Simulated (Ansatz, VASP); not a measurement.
Two plane-wave programs on AlNi

```
CELL_PARAMETERS angstrom
2.83190 0.00000 0.00000
0.00000 2.83190 0.00000
0.00000 0.00000 2.83190
ATOMIC_POSITIONS crystal
Al 0.00000 0.00000 0.00000
Ni 0.50000 0.50000 0.50000
```

Alike in both runs: functional LDA; k mesh 8 × 8 × 8; occupations gaussian, width 0.1 eV; no spin polarisation.

Ansatz relaxed the structure, and its values are those at the end. VASP's run is a single point on that final structure, the one shown.

|  | VASP | Ansatz |
| --- | --- | --- |
| version | VASP 6.6.1 | Ansatz 0.2.0 |
| potentials or method | VASP PAW LDA potentials, release 64 (Al, Ni), cutoff 520 eV | scalar-relativistic, plane waves, PAW |
| valence electrons in the cell | 13 | 21 |

```tsv
	VASP	Ansatz	Ansatz less VASP
gap on the k mesh at the Fermi level (eV)	none	none	-
pressure (GPa)	0.9	0.3	-0.60
```

LDA's correlation is that of Perdew and Zunger in VASP and of Perdew and Wang (1992) in Ansatz. A gap of «none» marks a metal or a gap that the smearing closes. VASP's potentials hold 13 valence electrons a cell and Ansatz's 21, so a difference there can come from the potentials and not from the codes.
